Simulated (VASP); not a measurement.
Set up this calculation in VASP 6.6.1, as the native input.

| Item | Value |
| --- | --- |
| Task | single point |
| Functional | PBEsol |
| Potentials or basis | VASP PAW PBE potentials, release 64 (W_sv, C_h) |
| Cutoff | 1300 eV |
| k mesh | 24 × 24 × 18 |
| Occupations | gaussian, width 0.1 eV |
| Spin | no spin polarisation |
| Dipole correction | no |
| Further INCAR settings | ALGO = Normal; EDIFF = 1e-06; NBANDS = 16 |

The structure of WC lies in POSCAR:

```
WC
1.0
    2.9260757007      0.0000000000      0.0000000000
   -1.4630378503      2.5340558902      0.0000000000
    0.0000000000      0.0000000000      2.7005077970
W C
1 1
Direct
    0.0000000007     -0.0000000007      0.0000000000
    0.6666666659      0.3333333341      0.5000000000
```

This cell differs from its parent crystal: uniaxial strain along c: -4.5 %, then relaxed in part.

One way to write it, as run:

INCAR

```
PREC = Accurate ; ENCUT = 1300
EDIFF = 1E-6 ; ISMEAR = 0
SIGMA = 0.1 ; LREAL = F
LASPH = T ; NELM = 120
ALGO = Normal ; ISIF = 2
LWAVE = F ; LCHARG = F
GGA = PS ; NBANDS = 16
GGA_COMPAT = F
```

KPOINTS

```
regular mesh
0
Gamma
  24 24 18
```

Potentials or basis: VASP PAW PBE potentials, release 64 (W_sv, C_h).

The run is started by

```sh
$ cat potpaw_PBE.64/W_sv/POTCAR potpaw_PBE.64/C_h/POTCAR > POTCAR
$ mpirun -np 1 vasp_std > vasp.out
```

It gave:

The pressure is 16.8 GPa and the band gap on the k mesh is zero (bands 9 and 10 overlap by 1.45 eV).

Caveat: the cell differs from its parent crystal (uniaxial strain along c: -4.5 %, then relaxed in part); the stress differs along the axes, from 1 to 48 GPa; the PAW data sets were made with another functional, which shifts forces and pressure a little; spin-orbit coupling is left out, which moves the levels of the heavy elements.

Wall time 5.2 min on 1 thread of Intel(R) Xeon(R) Platinum 8488C (Sapphire Rapids) (shared host), peak memory 0.81 GiB.
